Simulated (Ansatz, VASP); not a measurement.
ZnC in VASP and in Ansatz

INCAR

```
PREC = Accurate
ENCUT = 520
EDIFF = 1E-7
ISMEAR = 0
SIGMA = 0.1
LREAL = False
LASPH = True
NELM = 150
ALGO = Normal
ISIF = 2
LWAVE = False
LCHARG = False
ISPIN = 2
MAGMOM = 0 0 1 1
LORBIT = 11
GGA = PE
NBANDS = 28
```

File KPOINTS:

```
regular mesh
0
Gamma
  6 4 4
```

POSCAR

```
ZnC
1.0
    2.6904922900      0.0000000000      0.0000000000
    0.0000000000      3.8580735100      0.0000000000
    0.0000000000      0.0000000000      5.8761947000
Zn C
2 2
Direct
    0.0000000000      0.5000000000      0.4243667700
    0.5000000000      0.0000000000      0.5756332300
    0.0000000000      0.5000000000      0.7206623700
    0.5000000000      0.0000000000      0.2793376300
```

Input for Ansatz:

```yaml
crystal:
  lattice:
    - [2.69049229, 0.0, 0.0]
    - [0.0, 3.85807351, 0.0]
    - [0.0, 0.0, 5.8761947]
  atoms:
    - { symbol: Zn, position: [0.0, 0.5, 0.42436677] }
    - { symbol: Zn, position: [0.5, 0.0, 0.57563323] }
    - { symbol: C, position: [0.0, 0.5, 0.72066237], spin: 1.0 }
    - { symbol: C, position: [0.5, 0.0, 0.27933763], spin: 1.0 }
basis:
  ecutwfc: 420
kpoints:
  mp_grid: { grid: [6, 4, 4] }
hamiltonian:
  xc: pbe
scf:
  occupations: { method: gaussian, width: 0.1 }
  lower_state_search: "off"
output:
  forces: true
  stress: true
  eigenvalues: true
  populations: true
magnetization:
  spin_polarized: true
```

Alike in both runs: task single point; functional PBE; k mesh 6 × 4 × 4; occupations gaussian, width 0.1 eV; collinear spin.

```csv
,VASP,Ansatz
version,VASP 6.6.1,Ansatz 0.2.0
potentials or method,"VASP PAW PBE potentials, release 64 (Zn, C), cutoff 520 eV","scalar-relativistic, plane waves, PAW"
valence electrons in the cell,32,32
```

|  | VASP | Ansatz | Ansatz less VASP |
| --- | --- | --- | --- |
| gap on the k mesh at the Fermi level (eV) | none | none | - |
| pressure (GPa) | 14.0 | 13.4 | -0.61 |
| traceless stress, the component that is largest in VASP (GPa) | 30.35 | 29.83 | -0.520 |
| rms of the force components (eV/Å) | 3.269 | 3.200 | -0.0690 |
| net moment per atom (μB) | 0.18 | 0.18 | -0.001 |
| size of the moment on the site where the two differ most (μB) | 0.05 | 0.02 | -0.028 |

Site moments also hang on the region over which each program counts them. Atom by atom the forces differ by 0.071 eV/Å (rms over components). A gap of «none» marks a metal or a gap that the smearing closes.

The k mesh is coarse, so the values compare programs but aren't converged.
